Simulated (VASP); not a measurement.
Ti:

```
Ti
1.0
     2.95000    0.00000    0.00000
    -1.47500    2.55477    0.00000
     0.00000    0.00000    4.68000
Ti
2
Direct
  0.33333 0.66667 0.25000
  0.66667 0.33333 0.75000
```

* Program: VASP 6.6.1
* Task: relaxation of cell and atoms
* Functional: PBEsol
* Potentials or basis: VASP PAW PBE potentials, release 64 (Ti_sv)
* Cutoff: 600 eV
* k mesh: 8 × 8 × 5
* Occupations: gaussian, width 0.05 eV
* Spin: no spin polarisation

At the start: pressure -5.9 GPa; volume 17.64 Å³/atom.

How do energy, volume and symmetry change on relaxing?

Over 6 steps the energy falls by 18.0 meV/atom and the volume is 16.71 Å³/atom (-5.2 %); space group P6_3/mmc (No. 194, to 0.05 Å).

The path:
| step | energy change (eV) | largest force (eV/Å) | pressure (GPa) | volume (Å³) |
| --- | --- | --- | --- | --- |
| 1 | 0.0000 | 0.0000 | -5.87 | 35.27 |
| 2 | -0.0151 | 0.0000 | 5.19 | 32.08 |
| 3 | -0.0360 | 0.0000 | 0.00 | 33.40 |
| 4 | -0.0360 | 0.0000 | 0.10 | 33.37 |
| 5 | -0.0360 | 0.0000 | -0.01 | 33.42 |
| 6 | -0.0360 | 0.0000 | 0.02 | 33.43 |

Final structure:
```
CELL_PARAMETERS angstrom
2.90113 0.00000 0.00000
-1.45056 2.51245 0.00000
0.00000 0.00000 4.58628
ATOMIC_POSITIONS crystal
Ti 0.33333 0.66667 0.25000
Ti 0.66667 0.33333 0.75000
```

Caveat: the PAW data sets were made with another functional, which shifts forces and pressure a little.
